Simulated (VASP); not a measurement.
CdF2, 3 atoms in the cell. Symmetry: Fm-3m, No. 225, cubic system. The conventional cell has a = 5.388 Å, b = 5.388 Å, c = 5.388 Å, α = 90.00°, β = 90.00°, γ = 90.00°. Within 3.1 Å of Cd (site symmetry m-3m) lie 8 F at 2.33 Å. Within 3.1 Å of F (site symmetry -43m) lie 4 Cd at 2.33 Å and 6 F at 2.69 Å. 

- Program: VASP 6.6.1
- Task: single point
- Functional: PBE
- Potentials or basis: VASP PAW PBE potentials, release 64 (Cd, F)
- Cutoff: 520 eV
- k mesh: 7 × 7 × 7
- Occupations: fermi-dirac, width 0.0272 eV
- Spin: no spin polarisation
- Dipole correction: no
- Further INCAR settings: ALGO = Normal; EDIFF = 1e-06; NBANDS = 20

Potentials or basis: VASP PAW PBE potentials, release 64 (Cd, F).

The run is started by

```sh
$ cat potpaw_PBE.64/Cd/POTCAR potpaw_PBE.64/F/POTCAR > POTCAR
$ mpirun -np 1 vasp_std > vasp.out
```

Hardware: 1 thread of Intel(R) Xeon(R) Platinum 8259CL CPU @ 2.50GHz (Skylake/Cascade Lake), on a shared host.

Problem. How long does it take, and how much memory?

Solution. Run time: 14 s on 1 thread of Intel(R) Xeon(R) Platinum 8259CL CPU @ 2.50GHz (Skylake/Cascade Lake), on a shared host, peak memory 0.15 GiB. Counts: scf iterations 14, k points 20.
